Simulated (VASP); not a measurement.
# InSb (P4/mmm) in VASP: single point with LDA

Aim: the single point of InSb with LDA.

Program: VASP 6.6.1. These are calculated values, not measurements. Logs are shortened: lines on timing, memory, paths and dates and some standing lists are left out, and cuts for length are marked.

### 1 The cell of the first run

The structure is tetragonal, space group P4/mmm (No. 123). Conventional cell: a = 3.077 Å, b = 3.077 Å, c = 6.215 Å, α = 90.00°, β = 90.00°, γ = 90.00°. In (site symmetry 4/mmm) has 4 In at 3.08 Å and 2 Sb at 3.11 Å within 4.0 Å. Within 4.0 Å of Sb (site symmetry 4/mmm) lie 4 Sb at 3.08 Å and 2 In at 3.11 Å.

### 2 Single point, LDA

Contents of INCAR:

```
SYSTEM = InSb
  PREC = Accurate
  ENCUT = 520
  EDIFF = 1E-6
  ISMEAR = 0
  SIGMA = 0.1
  LREAL = .False.
  LASPH = .True.
  NELM = 60
  ALGO = Normal
  ISIF = 2
  LWAVE = .False.
  LCHARG = .False.
  GGA = CA
  NBANDS = 16
```

Contents of KPOINTS:

```
regular mesh
0
Gamma
  6 6 4
  0 0 0
```

Contents of POSCAR:

```
InSb
1.0
    3.0766560000      0.0000000000      0.0000000000
    0.0000000000      3.0766560000      0.0000000000
    0.0000000000      0.0000000000      6.2154700000
In Sb
1 1
Direct
    0.0000000000      0.0000000000      0.0000000000
    0.0000000000      0.0000000000      0.5000000000
```

Potentials or basis: VASP PAW LDA potentials, release 64 (In_d, Sb).

Command:

```bash
> cat potpaw_LDA.64/In_d/POTCAR potpaw_LDA.64/Sb/POTCAR > POTCAR
> mpirun -np 1 vasp_std > vasp.out
```

OUTCAR:

```text
SYSTEM = InSb
   PREC = Accurate
   ENCUT = 520
   EDIFF = 1E-6
   ISMEAR = 0
   LREAL = .False.
   LASPH = .True.
   NELM = 60
   ISIF = 2
   GGA = CA

 ion  position               nearest neighbor table
   1  0.000  0.000  0.000-   2 3.11   2 3.11
   2  0.000  0.000  0.500-   1 3.11   1 3.11

  LATTYP: Found a simple tetragonal cell.
 ALAT       =     3.0766560000
 C/A-ratio  =     2.0202031036

  Lattice vectors:

 A1 = (   3.0766560000,   0.0000000000,   0.0000000000)
 A2 = (   0.0000000000,   3.0766560000,   0.0000000000)
 A3 = (   0.0000000000,   0.0000000000,   6.2154700000)

Analysis of symmetry for initial positions (statically):
=====================================================================
 Subroutine PRICEL returns:
 Original cell was already a primitive cell.

 Routine SETGRP: Setting up the symmetry group for a
 simple tetragonal supercell.

 Subroutine GETGRP returns: Found 16 space group operations
 (whereof 16 operations were pure point group operations)
 out of a pool of 16 trial point group operations.

The static configuration has the point symmetry D_4h.

Analysis of symmetry for dynamics (positions and initial velocities):
=====================================================================
 Subroutine PRICEL returns:
 Original cell was already a primitive cell.

 Routine SETGRP: Setting up the symmetry group for a
 simple tetragonal supercell.

 Subroutine GETGRP returns: Found 16 space group operations
 (whereof 16 operations were pure point group operations)
 out of a pool of 16 trial point group operations.

The dynamic configuration has the point symmetry D_4h.

 Subroutine INISYM returns: Found 16 space group operations
 (whereof 16 operations are pure point group operations),
 and found     1 'primitive' translations

----------------------------------------------------------------------------------------

                                     Primitive cell

  volume of cell :      58.8345

  direct lattice vectors                    reciprocal lattice vectors
     3.076656000  0.000000000  0.000000000     0.325028212  0.000000000  0.000000000
     0.000000000  3.076656000  0.000000000     0.000000000  0.325028212  0.000000000
     0.000000000  0.000000000  6.215470000     0.000000000  0.000000000  0.160888879

  length of vectors
     3.076656000  3.076656000  6.215470000     0.325028212  0.325028212  0.160888879

  position of ions in fractional coordinates (direct lattice)
     0.000000000  0.000000000  0.000000000
     0.000000000  0.000000000  0.500000000

[... 72 lines left out ...]
   LSORBIT =      F    spin-orbit coupling
   LASPH  =      T    aspherical Exc in radial PAW
   ENCUT  =  520.0 eV  38.22 Ry    6.18 a.u.   5.72  5.72 11.56*2*pi/ulx,y,z
   NELM   =     60;   NELMIN=  2; NELMDL= -5     # of ELM steps
   EDIFF  = 0.1E-05   stopping-criterion for ELM
   LREAL  =      F    real-space projection
   EDIFFG = 0.1E-04   stopping-criterion for IOM
   NSW    =      0    number of steps for IOM
   IBRION =     -1    ionic relax: 0-MD 1-quasi-New 2-CG
   NFREE  =      0    steps in history (QN), initial steepest desc. (CG)
   ISIF   =      2    stress and relaxation
   ISYM   =      2    0-nonsym 1-usesym 2-fastsym
   POTIM  = 0.5000    time-step for ionic-motion
   TEBEG  =    0.0;   TEEND  =   0.0 temperature during run
   PSTRESS=    0.0 pullay stress
   NELECT =      18.0000    total number of electrons
   NUPDOWN=      -1.0000    fix difference up-down
   EMIN   =  10.00;   EMAX   =-10.00  energy-range for DOS
   EFERMI =   0.00;   METHOD = LEGACY
   ISMEAR =     0;   SIGMA  =   0.10  broadening in eV -4-tet -1-fermi 0-gaus
   EFERMI_NEDOS =   21; number of points for ismear=-14 and -15
   IALGO  =     38    algorithm
   IMIX   =      4    mixing-type and parameters
     AMIX     =   0.40;   BMIX     =  1.00
     AMIX_MAG =   1.60;   BMIX_MAG =  1.00
  volume/ion in A,a.u.               =      29.42       198.52
  Fermi-wavevector in a.u.,A,eV,Ry     =   1.103117  2.084590 16.556493  1.216868
  Thomas-Fermi vector in A             =   2.239571
   LORBIT       =      0    0 simple, 1 ext, 2 COOP (PROOUT), +10 PAW based schemes
   GGA     = CA    functional components
   LHFCALC =     F    Hartree Fock is set to
   AEXX    =    0.0000 exact exchange contribution
   IVDW    =     0    specifies the selected vdW correction
   LEPSILON=     F    determine dielectric tensor
   LRPA    =     F    only Hartree local field effects (RPA)
 non-spin polarized calculation
 Gauss-broadening in eV      SIGMA  =   0.10
  energy-cutoff  :      520.00
  volume of cell :       58.83
 maximum number of plane-waves:      1600
 NGX is ok and might be reduce to    24
   NGX = 11   NGY = 11   NGZ = 23

 number of electron      17.9999986 magnetization

 Free energy of the ion-electron system (eV)
  ---------------------------------------------------
  ext. energy  EPLUGINS =         0.00000000
  ---------------------------------------------------
  free energy    TOTEN  =        -8.00135696 eV

  energy without entropy =       -7.99599150  energy(sigma->0) =       -7.99867423

 E-fermi :   6.4023     XC(G=0):  -9.8731

 val. band max:        6.3315668878   @ k =   0.5000   0.1667   0.2500
 cond. band min:       6.4457054873   @ k =   0.5000   0.3333   0.0000
 fundamental gap:      0.1141385995
 Fermi energy:         6.4023086009

 k-point     1 :       0.0000    0.0000    0.0000
  band No.  band energies     occupation
      1      -8.4855      2.00000
      2      -8.2494      2.00000
      3      -7.8888      2.00000
      4      -7.8888      2.00000
      5      -7.8122      2.00000
      6      -5.0696      2.00000
[... 433 lines left out ...]
      3      -7.9952      2.00000
      4      -7.8688      2.00000
      5      -7.8418      2.00000
      6      -2.3704      2.00000
[... 8 lines left out ...]
     15      17.3373      0.00000
     16      17.4880      0.00000

 [... further k-points ...]
[... 5 lines left out ...]
  --------------------------------------------------------------------------------------
  -------------------------------------------------------------------------------------
  Total       -1.2051540     -1.2051540     -1.0325354      0.0000000      0.0000000      0.0000000
  in kB      -32.8186918    -32.8186918    -28.1179503      0.0000000      0.0000000      0.0000000
  external PRESSURE =     -31.2517780 kB  Pullay stress =       0.0000000 kB

 VOLUME and BASIS-vectors are now :
 -----------------------------------------------------------------------------
  energy-cutoff  :      520.00
  volume of cell :       58.83
      direct lattice vectors                 reciprocal lattice vectors
     3.076656000  0.000000000  0.000000000     0.325028212  0.000000000  0.000000000
     0.000000000  3.076656000  0.000000000     0.000000000  0.325028212  0.000000000
     0.000000000  0.000000000  6.215470000     0.000000000  0.000000000  0.160888879

 POSITION                                       TOTAL-FORCE (eV/Angst)
 -----------------------------------------------------------------------------------
      0.00000      0.00000      0.00000         0.000000      0.000000      0.000000
      0.00000      0.00000      3.10773         0.000000      0.000000      0.000000
 -----------------------------------------------------------------------------------
    total drift:                                0.000000     -0.000000     -0.000000

  FREE ENERGIE OF THE ION-ELECTRON SYSTEM (eV)
  ---------------------------------------------------
  free  energy   TOTEN  =        -8.0013569642 eV

  energy  without entropy=       -7.9959914980  energy(sigma->0) =       -7.99867423
```

OSZICAR:

```text
N       E                     dE             d eps       ncg     rms          rms(c)
DAV:   1     0.110009249963E+03    0.11001E+03   -0.80038E+03   960   0.117E+03
DAV:   2    -0.933831924096E+00   -0.11094E+03   -0.10748E+03  1088   0.292E+02
DAV:   3    -0.783896583887E+01   -0.69051E+01   -0.68557E+01  1240   0.722E+01
DAV:   4    -0.803233637012E+01   -0.19337E+00   -0.19333E+00  1248   0.130E+01
DAV:   5    -0.804094765859E+01   -0.86113E-02   -0.86112E-02  1384   0.235E+00    0.314E+00
DAV:   6    -0.800821933278E+01    0.32728E-01   -0.53113E-02  1224   0.367E+00    0.173E+00
DAV:   7    -0.800199891890E+01    0.62204E-02   -0.19829E-02  1304   0.179E+00    0.281E-01
DAV:   8    -0.800136487758E+01    0.63404E-03   -0.30087E-03  1240   0.767E-01    0.104E-01
DAV:   9    -0.800135663887E+01    0.82387E-05   -0.17392E-04  1288   0.137E-01    0.378E-02
DAV:  10    -0.800135652495E+01    0.11392E-06   -0.14354E-05  1312   0.414E-02    0.128E-02
DAV:  11    -0.800135696416E+01   -0.43920E-06   -0.14374E-06  1032   0.118E-02
   1 F= -.80013570E+01 E0= -.79986742E+01  d E =-.536547E-02
```

stdout:

```text
POSCAR found type information on POSCAR InSb
 POSCAR found :  2 types and       2 ions
 scaLAPACK will be used
 LDA part: xc-table for (Slater(with rela. corr.)+CA(PZ))
 , standard interpolation
 POSCAR, INCAR and KPOINTS ok, starting setup
 FFT: planning ... GRIDC
 FFT: planning ... GRID_SOFT
 FFT: planning ... GRID
 WAVECAR not read
 entering main loop
```

Wall time 9.2 s (1 thread of Intel Xeon 6975P-C, shared host); peak memory 0.16 GiB.

What came out:

| Item | Value |
| --- | --- |
| Free energy | -8.0014 eV |
| Pressure | -3.1 GPa |
| Band gap on the k mesh | zero (band 9 reaches 10.67 eV, above the bottom of band 10 at 4.81 eV) |

Caveat: spin-orbit coupling is left out, which moves the levels of the heavy elements.
